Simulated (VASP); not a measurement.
# Hf (P6/mmm) in VASP: single point with PBE

Aim: the single point of Hf with PBE.

Program: VASP 6.6.1. These are calculated values, not measurements. Logs are shortened: lines on timing, memory, paths and dates and some standing lists are left out, and cuts for length are marked.

## Step 1: The cell of the first run

It takes space group P6/mmm (No. 191, hexagonal). Conventional cell: a = 4.994 Å, b = 4.994 Å, c = 3.099 Å, α = 90.00°, β = 90.00°, γ = 120.00°. Hf (site symmetry 6/mmm) has 14 Hf at 3.10 to 3.27 Å within 4.1 Å. Within 3.8 Å of Hf (site symmetry -6m2) lie 11 Hf at 2.88 to 3.27 Å.

## Step 2: Single point, PBE

INCAR

```
SYSTEM = Hf
PREC = Accurate ; ENCUT = 520
EDIFF = 1E-6 ; ISMEAR = 0
SIGMA = 0.1 ; LREAL = .FALSE.
LASPH = .TRUE. ; NELM = 60
ALGO = Normal ; ISIF = 2
LWAVE = .FALSE. ; LCHARG = .TRUE.
GGA = PE ; LELF = .TRUE.
LVHAR = .TRUE. ; NBANDS = 22
```

KPOINTS

```
regular mesh
0
G
  12 12 14
  0 0 0
```

POSCAR

```
Hf
1.0
    4.9938624464      0.0000000000      0.0000000000
   -2.4969312232      4.3248117416      0.0000000000
    0.0000000000      0.0000000000      3.0993927492
Hf
3
Direct
    0.0000000000      0.0000000000      0.0000000000
    0.3333333333      0.6666666667      0.5000000000
    0.6666666667      0.3333333333      0.5000000000
```

Potentials or basis: VASP PAW PBE potentials, release 64 (Hf_pv).

Command:

```
$ cat potpaw_PBE.64/Hf_pv/POTCAR > POTCAR
$ mpirun -np 1 vasp_std > vasp.out
```

OUTCAR:

```text
SYSTEM = Hf
   PREC = Accurate
   ENCUT = 520
   EDIFF = 1E-6
   ISMEAR = 0
   LREAL = .FALSE.
   LASPH = .TRUE.
   NELM = 60
   ISIF = 2
   GGA = PE

 ion  position               nearest neighbor table
   1  0.000  0.000  0.000-   2 3.27   3 3.27   2 3.27   3 3.27   3 3.27   3 3.27   2 3.27   2 3.27
                             3 3.27   3 3.27   2 3.27   2 3.27
   2  0.333  0.667  0.500-   3 2.88   3 2.88   3 2.88   1 3.27   1 3.27   1 3.27   1 3.27   1 3.27
                             1 3.27
   3  0.667  0.333  0.500-   2 2.88   2 2.88   2 2.88   1 3.27   1 3.27   1 3.27   1 3.27   1 3.27
                             1 3.27

  LATTYP: Found a hexagonal cell.
 ALAT       =     4.9938624464
 C/A-ratio  =     0.6206403926

  Lattice vectors:

 A1 = (   4.9938624464,   0.0000000000,   0.0000000000)
 A2 = (  -2.4969312232,   4.3248117416,   0.0000000000)
 A3 = (   0.0000000000,   0.0000000000,   3.0993927492)

Analysis of symmetry for initial positions (statically):
=====================================================================
 Subroutine PRICEL returns:
 Original cell was already a primitive cell.

 Routine SETGRP: Setting up the symmetry group for a
 hexagonal supercell.

 Subroutine GETGRP returns: Found 24 space group operations
 (whereof 24 operations were pure point group operations)
 out of a pool of 24 trial point group operations.

The static configuration has the point symmetry D_6h.

Analysis of symmetry for dynamics (positions and initial velocities):
=====================================================================
 Subroutine PRICEL returns:
 Original cell was already a primitive cell.

 Routine SETGRP: Setting up the symmetry group for a
 hexagonal supercell.

 Subroutine GETGRP returns: Found 24 space group operations
 (whereof 24 operations were pure point group operations)
 out of a pool of 24 trial point group operations.

The dynamic configuration has the point symmetry D_6h.

 Subroutine INISYM returns: Found 24 space group operations
 (whereof 24 operations are pure point group operations),
 and found     1 'primitive' translations

----------------------------------------------------------------------------------------

                                     Primitive cell

  volume of cell :      66.9392

  direct lattice vectors                    reciprocal lattice vectors
     4.993862446  0.000000000  0.000000000     0.200245804  0.115611969  0.000000000
    -2.496931223  4.324811742  0.000000000     0.000000000  0.231223938  0.000000000
     0.000000000  0.000000000  3.099392749     0.000000000  0.000000000  0.322643847

  length of vectors
     4.993862446  4.993862446  3.099392749     0.231223938  0.231223938  0.322643847

  position of ions in fractional coordinates (direct lattice)
     0.000000000  0.000000000  0.000000000
     0.333333333  0.666666667  0.500000000
     0.666666667  0.333333333  0.500000000

  ion indices of the primitive-cell ions
   primitive index   ion index
                 1           1
                 2           2
                 3           3

----------------------------------------------------------------------------------------

 KPOINTS: regular mesh

Automatic generation of k-mesh.
 Grid dimensions read from file:
 generate k-points for:   12   12   14

 Generating k-lattice:

  Cartesian coordinates                     Fractional coordinates (reciprocal lattice)
     0.016687150  0.009634331  0.000000000     0.083333333  0.000000000  0.000000000
     0.000000000  0.019268661  0.000000000     0.000000000  0.083333333  0.000000000
     0.000000000  0.000000000  0.023045989     0.000000000  0.000000000  0.071428571

  Length of vectors
     0.019268661  0.019268661  0.023045989

  Shift w.r.t. Gamma in fractional coordinates (k-lattice)
     0.000000000  0.000000000  0.000000000

 Subroutine IBZKPT returns following result:
 ===========================================

 Found    152 irreducible k-points:

 Following reciprocal coordinates:
            Coordinates               Weight
  0.000000  0.000000  0.000000      1.000000
  0.083333  0.000000  0.000000      6.000000
  0.166667  0.000000  0.000000      6.000000
  0.250000  0.000000  0.000000      6.000000
  0.333333 -0.000000  0.000000      6.000000
  0.416667  0.000000  0.000000      6.000000
[... 16 lines left out ...]
  0.250000  0.000000  0.071429     12.000000
  0.333333 -0.000000  0.071429     12.000000
 [... further k-points ...]
   k-points           NKPTS =    152   k-points in BZ     NKDIM =    152   number of bands    NBANDS=     22
   number of dos      NEDOS =    301   number of ions     NIONS =      3
   total plane-waves  NPLWV =  38400
   dimension x,y,z NGX =    40 NGY =   40 NGZ =   24
   dimension x,y,z NGXF=    80 NGYF=   80 NGZF=   48
   ions per type =               3
   NGX,Y,Z   is equivalent  to a cutoff of  13.32, 13.32, 12.87 a.u.
   NGXF,Y,Z  is equivalent  to a cutoff of  26.63, 26.63, 25.75 a.u.
 SYSTEM =  Hf
   PREC   = accura    normal or accurate (medium, high low for compatibility)
   ISTART =      0    job   : 0-new  1-cont  2-samecut
   ICHARG =      2    charge: 1-file 2-atom 10-const
   ISPIN  =      1    spin polarized calculation?
   LNONCOLLINEAR =      F non collinear calculations
   LSORBIT =      F    spin-orbit coupling
   LASPH  =      T    aspherical Exc in radial PAW
   ENCUT  =  520.0 eV  38.22 Ry    6.18 a.u.   9.29  9.29  5.76*2*pi/ulx,y,z
   NELM   =     60;   NELMIN=  2; NELMDL= -5     # of ELM steps
   EDIFF  = 0.1E-05   stopping-criterion for ELM
   LREAL  =      F    real-space projection
   EDIFFG = 0.1E-04   stopping-criterion for IOM
   NSW    =      0    number of steps for IOM
   IBRION =     -1    ionic relax: 0-MD 1-quasi-New 2-CG
   NFREE  =      0    steps in history (QN), initial steepest desc. (CG)
   ISIF   =      2    stress and relaxation
   ISYM   =      2    0-nonsym 1-usesym 2-fastsym
   POTIM  = 0.5000    time-step for ionic-motion
   TEBEG  =    0.0;   TEEND  =   0.0 temperature during run
   PSTRESS=    0.0 pullay stress
   NELECT =      30.0000    total number of electrons
   NUPDOWN=      -1.0000    fix difference up-down
   EMIN   =  10.00;   EMAX   =-10.00  energy-range for DOS
   EFERMI =   0.00;   METHOD = LEGACY
   ISMEAR =     0;   SIGMA  =   0.10  broadening in eV -4-tet -1-fermi 0-gaus
   EFERMI_NEDOS =   21; number of points for ismear=-14 and -15
   IALGO  =     38    algorithm
   IMIX   =      4    mixing-type and parameters
     AMIX     =   0.40;   BMIX     =  1.00
     AMIX_MAG =   1.60;   BMIX_MAG =  1.00
  volume/ion in A,a.u.               =      22.31       150.58
  Fermi-wavevector in a.u.,A,eV,Ry     =   1.252819  2.367485 21.355110  1.569556
  Thomas-Fermi vector in A             =   2.386702
   LORBIT       =      0    0 simple, 1 ext, 2 COOP (PROOUT), +10 PAW based schemes
   GGA     = PE    functional components
   LHFCALC =     F    Hartree Fock is set to
   AEXX    =    0.0000 exact exchange contribution
   IVDW    =     0    specifies the selected vdW correction
   LEPSILON=     F    determine dielectric tensor
   LRPA    =     F    only Hartree local field effects (RPA)
 non-spin polarized calculation
 Gauss-broadening in eV      SIGMA  =   0.10
  energy-cutoff  :      520.00
  volume of cell :       66.94
 maximum number of plane-waves:      1836
 NGX is ok and might be reduce to    40
   NGX = 19   NGY = 19   NGZ = 11

 number of electron      30.0000003 magnetization

 Free energy of the ion-electron system (eV)
  ---------------------------------------------------
  ext. energy  EPLUGINS =         0.00000000
  ---------------------------------------------------
  free energy    TOTEN  =       -29.64823595 eV

  energy without entropy =      -29.63583189  energy(sigma->0) =      -29.64203392

 E-fermi :   4.7359     XC(G=0): -11.2944

 val. band max:        4.7206672306   @ k =   0.0833   0.0000   0.0714
 cond. band min:       4.7451725899   @ k =   0.2500   0.2500   0.0000
 fundamental gap:      0.0245053593
 Fermi energy:         4.7358717119

 k-point     1 :       0.0000    0.0000    0.0000
  band No.  band energies     occupation
      1     -25.9877      2.00000
      2     -25.9877      2.00000
      3     -25.9172      2.00000
      4     -25.9172      2.00000
      5     -25.5879      2.00000
      6     -25.3470      2.00000
[... 14 lines left out ...]
     21       7.6258      0.00000
     22       7.6672      0.00000

 k-point     2 :       0.0833    0.0000    0.0000
  band No.  band energies     occupation
      1     -26.0251      2.00000
      2     -26.0186      2.00000
      3     -25.8790      2.00000
      4     -25.8702      2.00000
      5     -25.5853      2.00000
      6     -25.3475      2.00000
[... 14 lines left out ...]
     21       7.3036      0.00000
     22       8.0666      0.00000

 k-point     3 :       0.1667    0.0000    0.0000
  band No.  band energies     occupation
      1     -26.0797      2.00000
      2     -26.0473      2.00000
      3     -25.8223      2.00000
      4     -25.7977      2.00000
      5     -25.5781      2.00000
      6     -25.3486      2.00000
[... 14 lines left out ...]
     21       7.1723      0.00000
     22       8.5131      0.00000
[... 476 lines left out ...]
 k-point    23 :       0.2500    0.0000    0.0714
  band No.  band energies     occupation
      1     -26.1203      2.00000
      2     -26.0443      2.00000
      3     -25.7713      2.00000
      4     -25.7395      2.00000
      5     -25.5937      2.00000
      6     -25.3803      2.00000
[... 14 lines left out ...]
     21       7.4945      0.00000
     22       9.0535      0.00000

 k-point    24 :       0.3333   -0.0000    0.0714
  band No.  band energies     occupation
      1     -26.1571      2.00000
      2     -26.0208      2.00000
      3     -25.7323      2.00000
      4     -25.7209      2.00000
      5     -25.5812      2.00000
      6     -25.3803      2.00000
[... 14 lines left out ...]
     21       7.9816      0.00000
     22       8.8630      0.00000

 [... further k-points ...]

------------------------ aborting loop because EDIFF is reached ----------------------------------------

  FORCE on cell =-STRESS in cart. coord.  units (eV):
  Direction    XX          YY          ZZ          XY          YZ          ZX
  --------------------------------------------------------------------------------------
  -------------------------------------------------------------------------------------
  Total       -0.2033103     -0.2033103     -0.1392769      0.0000000      0.0000000      0.0000000
  in kB       -4.8661958     -4.8661958     -3.3335682      0.0000000      0.0000000      0.0000000
  external PRESSURE =      -4.3553199 kB  Pullay stress =       0.0000000 kB

 VOLUME and BASIS-vectors are now :
 -----------------------------------------------------------------------------
  energy-cutoff  :      520.00
  volume of cell :       66.94
      direct lattice vectors                 reciprocal lattice vectors
     4.993862446  0.000000000  0.000000000     0.200245804  0.115611969  0.000000000
    -2.496931223  4.324811742  0.000000000     0.000000000  0.231223938  0.000000000
     0.000000000  0.000000000  3.099392749     0.000000000  0.000000000  0.322643847

 POSITION                                       TOTAL-FORCE (eV/Angst)
 -----------------------------------------------------------------------------------
      0.00000      0.00000      0.00000        -0.000000      0.000000     -0.000000
     -0.00000      2.88321      1.54970         0.000000      0.000000      0.000000
      2.49693      1.44160      1.54970        -0.000000      0.000000     -0.000000
 -----------------------------------------------------------------------------------
    total drift:                                0.000000     -0.000000      0.000000

  FREE ENERGIE OF THE ION-ELECTRON SYSTEM (eV)
  ---------------------------------------------------
  free  energy   TOTEN  =       -29.6482359519 eV

  energy  without entropy=      -29.6358318931  energy(sigma->0) =      -29.64203392
```

Run time: 2.3 min. Hardware: 1 thread of Intel Xeon Platinum 8488C (Sapphire Rapids), shared host; peak memory 0.31 GiB.

What came out:

- Free energy: -29.6482 eV
- Pressure: -0.4 GPa
- Band gap on the k mesh: zero (band 15 reaches 5.09 eV, above the bottom of band 16 at 4.13 eV)

Stress tensor (GPa, compression positive):
```
-0.49  0.00  0.00
 0.00 -0.49  0.00
 0.00  0.00 -0.33
```

Caveat: spin-orbit coupling is left out, which moves the levels of the heavy elements.
